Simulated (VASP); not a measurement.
# Li2S (Fm-3m) in VASP: single point with PBE

Aim: the single point of Li2S with PBE.

All numbers are computed with VASP 6.6.1; they aren't measurements. Logs are shortened: lines on timing, memory, paths and dates and some standing lists are left out, and cuts for length are marked.

**1. The cell of the first run**

The structure is cubic, space group Fm-3m (No. 225). The conventional cell has a = 5.705 Å, b = 5.705 Å, c = 5.705 Å, α = 90.00°, β = 90.00°, γ = 90.00°. Li (site symmetry -43m) has 4 S at 2.47 Å and 6 Li at 2.85 Å within 3.3 Å. S (site symmetry m-3m) has 8 Li at 2.47 Å within 3.3 Å.

**2. Single point, PBE**

Input file INCAR:

```
ALGO = Normal
EDIFF = 1E-7
ENCUT = 520
GGA = PE
ISIF = 2
ISMEAR = 0
LASPH = T
LCHARG = T
LELF = T
LREAL = F
LVHAR = T
LWAVE = F
NBANDS = 21
NELM = 100
PREC = Accurate
SIGMA = 0.02
```

Input file KPOINTS:

```
k-points
0
Gamma
  6 6 6
```

Input file POSCAR:

```
Li2S
1.0
    2.8522645857      2.8522645857      0.0000000000
   -2.8522645857      2.8522645857      0.0000000000
    0.0000000000      0.0000000000      5.7045291714
Li S
4 2
Direct
    0.5000000000      0.0000000000      0.2500000000
    0.0000000000      0.5000000000      0.7500000000
    0.5000000000      0.0000000000      0.7500000000
    0.0000000000      0.5000000000      0.2500000000
    0.0000000000      0.0000000000      0.0000000000
    0.5000000000      0.5000000000      0.5000000000
```

Potentials or basis: VASP PAW PBE potentials, release 64 (Li_sv, S).

On the command line:

```sh
> cat potpaw_PBE.64/Li_sv/POTCAR potpaw_PBE.64/S/POTCAR > POTCAR
> mpirun -np 1 vasp_std > vasp.out
```

OUTCAR:

```text
EDIFF = 1E-7
   ENCUT = 520
   GGA = PE
   ISIF = 2
   ISMEAR = 0
   LASPH = T
   LREAL = F
   NELM = 100
   PREC = Accurate

 ion  position               nearest neighbor table
   1  0.500  0.000  0.250-   5 2.47   6 2.47   6 2.47   5 2.47
   2  0.000  0.500  0.750-   5 2.47   6 2.47   5 2.47   6 2.47
   3  0.500  0.000  0.750-   5 2.47   6 2.47   6 2.47   5 2.47
   4  0.000  0.500  0.250-   5 2.47   6 2.47   5 2.47   6 2.47
   5  0.000  0.000  0.000-   1 2.47   2 2.47   3 2.47   4 2.47   2 2.47   4 2.47   1 2.47   3 2.47

   6  0.500  0.500  0.500-   1 2.47   2 2.47   3 2.47   4 2.47   1 2.47   3 2.47   2 2.47   4 2.47

  LATTYP: Found a simple tetragonal cell.
 ALAT       =     4.0337112606
 C/A-ratio  =     1.4142135624

  Lattice vectors:

 A1 = (   2.8522645857,   2.8522645857,   0.0000000000)
 A2 = (  -2.8522645857,   2.8522645857,   0.0000000000)
 A3 = (   0.0000000000,   0.0000000000,   5.7045291714)

Analysis of symmetry for initial positions (statically):
=====================================================================
 Subroutine PRICEL returns following result:

  LATTYP: Found a face centered cubic cell.
 ALAT       =     5.7045291714

  Lattice vectors:

 A1 = (   0.0000000000,  -2.8522645857,  -2.8522645857)
 A2 = (   2.8522645857,   0.0000000000,  -2.8522645857)
 A3 = (   2.8522645857,  -2.8522645857,  -0.0000000000)

   2 primitive cells build up your supercell.

 Routine SETGRP: Setting up the symmetry group for a
 simple tetragonal supercell.

 Subroutine GETGRP returns: Found 16 space group operations
 (whereof 16 operations were pure point group operations)
 out of a pool of 16 trial point group operations.

The static configuration has the point symmetry D_4h.

Analysis of symmetry for dynamics (positions and initial velocities):
=====================================================================
 Subroutine PRICEL returns following result:

  LATTYP: Found a face centered cubic cell.
 ALAT       =     5.7045291714

  Lattice vectors:

 A1 = (   0.0000000000,  -2.8522645857,  -2.8522645857)
 A2 = (   2.8522645857,   0.0000000000,  -2.8522645857)
 A3 = (   2.8522645857,  -2.8522645857,  -0.0000000000)

   2 primitive cells build up your supercell.

[... 100 lines left out ...]
   PREC   = accura    normal or accurate (medium, high low for compatibility)
   ISTART =      0    job   : 0-new  1-cont  2-samecut
   ICHARG =      2    charge: 1-file 2-atom 10-const
   ISPIN  =      1    spin polarized calculation?
   LNONCOLLINEAR =      F non collinear calculations
   LSORBIT =      F    spin-orbit coupling
   LASPH  =      T    aspherical Exc in radial PAW
   ENCUT  =  520.0 eV  38.22 Ry    6.18 a.u.   7.50  7.50 10.61*2*pi/ulx,y,z
   NELM   =    100;   NELMIN=  2; NELMDL= -5     # of ELM steps
   EDIFF  = 0.1E-06   stopping-criterion for ELM
   LREAL  =      F    real-space projection
   EDIFFG = 0.1E-05   stopping-criterion for IOM
   NSW    =      0    number of steps for IOM
   IBRION =     -1    ionic relax: 0-MD 1-quasi-New 2-CG
   NFREE  =      0    steps in history (QN), initial steepest desc. (CG)
   ISIF   =      2    stress and relaxation
   ISYM   =      2    0-nonsym 1-usesym 2-fastsym
   POTIM  = 0.5000    time-step for ionic-motion
   TEBEG  =    0.0;   TEEND  =   0.0 temperature during run
   PSTRESS=    0.0 pullay stress
   NELECT =      24.0000    total number of electrons
   NUPDOWN=      -1.0000    fix difference up-down
   EMIN   =  10.00;   EMAX   =-10.00  energy-range for DOS
   EFERMI =   0.00;   METHOD = LEGACY
   ISMEAR =     0;   SIGMA  =   0.02  broadening in eV -4-tet -1-fermi 0-gaus
   EFERMI_NEDOS =   21; number of points for ismear=-14 and -15
   IALGO  =     38    algorithm
   IMIX   =      4    mixing-type and parameters
     AMIX     =   0.40;   BMIX     =  1.00
     AMIX_MAG =   1.60;   BMIX_MAG =  1.00
  volume/ion in A,a.u.               =      15.47       104.39
  Fermi-wavevector in a.u.,A,eV,Ry     =   1.042963  1.970914 14.800025  1.087771
  Thomas-Fermi vector in A             =   2.177651
   LORBIT       =      0    0 simple, 1 ext, 2 COOP (PROOUT), +10 PAW based schemes
   GGA     = PE    functional components
   LHFCALC =     F    Hartree Fock is set to
   AEXX    =    0.0000 exact exchange contribution
   IVDW    =     0    specifies the selected vdW correction
   LEPSILON=     F    determine dielectric tensor
   LRPA    =     F    only Hartree local field effects (RPA)
 non-spin polarized calculation
 Gauss-broadening in eV      SIGMA  =   0.02
  energy-cutoff  :      520.00
  volume of cell :       92.82
 maximum number of plane-waves:      2566
   NGX = 15   NGY = 15   NGZ = 21

 number of electron      23.9999980 magnetization

 Free energy of the ion-electron system (eV)
  ---------------------------------------------------
  ext. energy  EPLUGINS =         0.00000000
  ---------------------------------------------------
  free energy    TOTEN  =       -23.99188477 eV

  energy without entropy =      -23.99188477  energy(sigma->0) =      -23.99188477

 E-fermi :   1.6642     XC(G=0):  -8.4943

 val. band max:        1.4437333756   @ k =   0.0000   0.0000   0.0000
 cond. band min:       4.8343196843   @ k =   0.5000   0.5000   0.0000
 fundamental gap:      3.3905863087
 Fermi energy:         1.6641720087

 k-point     1 :       0.0000    0.0000    0.0000
  band No.  band energies     occupation
      1     -42.7429      2.00000
      2     -42.7276      2.00000
      3     -42.7138      2.00000
      4     -42.7008      2.00000
      5      -9.5699      2.00000
      6      -9.0159      2.00000
[... 565 lines left out ...]
     20       9.9645      0.00000
     21      12.5804      0.00000

 [... further k-points ...]
[... 5 lines left out ...]
  --------------------------------------------------------------------------------------
  -------------------------------------------------------------------------------------
  Total       -0.0357399     -0.0357399     -0.0376227      0.0000000      0.0000000      0.0000000
  in kB       -0.6169280     -0.6169280     -0.6494286      0.0000000      0.0000000      0.0000000
  external PRESSURE =      -0.6277615 kB  Pullay stress =       0.0000000 kB

 VOLUME and BASIS-vectors are now :
 -----------------------------------------------------------------------------
  energy-cutoff  :      520.00
  volume of cell :       92.82
      direct lattice vectors                 reciprocal lattice vectors
     2.852264586  2.852264586  0.000000000     0.175299305  0.175299305  0.000000000
    -2.852264586  2.852264586  0.000000000    -0.175299305  0.175299305  0.000000000
     0.000000000  0.000000000  5.704529171     0.000000000  0.000000000  0.175299305

 POSITION                                       TOTAL-FORCE (eV/Angst)
 -----------------------------------------------------------------------------------
      1.42613      1.42613      1.42613         0.000000     -0.000000      0.000000
     -1.42613      1.42613      4.27840        -0.000000     -0.000000     -0.000000
      1.42613      1.42613      4.27840         0.000000     -0.000000     -0.000000
     -1.42613      1.42613      1.42613         0.000000      0.000000     -0.000000
      0.00000      0.00000      0.00000        -0.000000     -0.000000      0.000000
      0.00000      2.85226      2.85226         0.000000      0.000000      0.000000
 -----------------------------------------------------------------------------------
    total drift:                                0.000000      0.000000      0.000000

  FREE ENERGIE OF THE ION-ELECTRON SYSTEM (eV)
  ---------------------------------------------------
  free  energy   TOTEN  =       -23.9918847684 eV

  energy  without entropy=      -23.9918847684  energy(sigma->0) =      -23.99188477
```

OSZICAR:

```text
N       E                     dE             d eps       ncg     rms          rms(c)
DAV:   1     0.133945133750E+03    0.13395E+03   -0.10361E+04  1680   0.115E+03
DAV:   2    -0.358519282869E+01   -0.13753E+03   -0.13122E+03  1952   0.273E+02
DAV:   3    -0.233852445915E+02   -0.19800E+02   -0.19673E+02  3005   0.669E+01
DAV:   4    -0.245188665369E+02   -0.11336E+01   -0.11271E+01  2439   0.208E+01
DAV:   5    -0.245993341742E+02   -0.80468E-01   -0.80459E-01  2694   0.435E+00    0.546E+00
DAV:   6    -0.239966177255E+02    0.60272E+00   -0.97812E-01  1987   0.370E+00    0.408E+00
DAV:   7    -0.239693824830E+02    0.27235E-01   -0.37295E-01  2457   0.220E+00    0.247E+00
DAV:   8    -0.239937691957E+02   -0.24387E-01   -0.90357E-02  2214   0.139E+00    0.896E-01
DAV:   9    -0.239903404162E+02    0.34288E-02   -0.81033E-03  2292   0.375E-01    0.191E-01
DAV:  10    -0.239919647051E+02   -0.16243E-02   -0.36207E-03  1983   0.257E-01    0.264E-01
DAV:  11    -0.239918734910E+02    0.91214E-04   -0.39637E-04  2463   0.965E-02    0.460E-02
DAV:  12    -0.239918833342E+02   -0.98432E-05   -0.27482E-05  2018   0.271E-02    0.745E-03
DAV:  13    -0.239918840406E+02   -0.70639E-06   -0.10009E-06  2676   0.553E-03    0.106E-02
DAV:  14    -0.239918847069E+02   -0.66634E-06   -0.94817E-07  2050   0.420E-03    0.170E-03
DAV:  15    -0.239918847684E+02   -0.61507E-07   -0.34767E-08  1885   0.101E-03
   1 F= -.23991885E+02 E0= -.23991885E+02  d E =-.272272E-56
```

stdout:

```text
POSCAR found type information on POSCAR LiS
 POSCAR found :  2 types and       6 ions
 scaLAPACK will be used
 LDA part: xc-table for (Slater+PW92), standard interpolation
 POSCAR, INCAR and KPOINTS ok, starting setup
 FFT: planning ... GRIDC
 FFT: planning ... GRID_SOFT
 FFT: planning ... GRID
 WAVECAR not read
 entering main loop
```

Run time: 85 s. Hardware: 1 thread of Intel Xeon Platinum 8259CL at 2.50GHz (Skylake/Cascade Lake), shared host; peak memory 0.21 GiB.

Results:

* Free energy: -23.9919 eV
* Band gap on the k mesh: 3.39 eV

Caveat: the cutoff is under 1.25 times the usual one of these potentials, so pressure, stress and relaxed cells hold a basis-set (Pulay) error.
